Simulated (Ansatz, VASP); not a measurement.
**One calculation of AlN, two programs**

```
Al N
1.0
     2.83285    0.03612    0.00000
    -1.38515    2.43526    0.00000
     0.00000    0.00000    4.84101
Al N
2 2
Direct
  0.00000 0.00000 0.00000
  0.00000 0.00000 0.50000
  0.33038 0.66637 0.25000
  0.66962 0.33363 0.75000
```

Change from the starting cell: shear_xy strain +2.5%.

Alike in both runs: task single point; functional r2SCAN; k mesh 12 × 12 × 6; no spin polarisation.

|  | VASP | Ansatz |
| --- | --- | --- |
| version | VASP 6.6.1 | Ansatz 0.2.0 |
| potentials or method | VASP PAW PBE potentials, release 64 (Al, N) | plane waves, PAW |
| plane-wave cutoff (eV) | 520 | 500 |
| occupations | gaussian, width 0.01 eV | fixed |
| valence electrons in the cell | 16 | 16 |

VASP gave:

* gap on the k mesh at the Fermi level (eV): 5.62
* pressure (GPa): -0.5
* traceless stress, the component that is largest in VASP (GPa): -5.94

Question: Which values does Ansatz return?

Answer: gap on the k mesh at the Fermi level (eV): 5.62; pressure (GPa): 0.2; traceless stress, the component that is largest in VASP (GPa): -5.90.

VASP's potentials were made for PBE, not for r2SCAN.
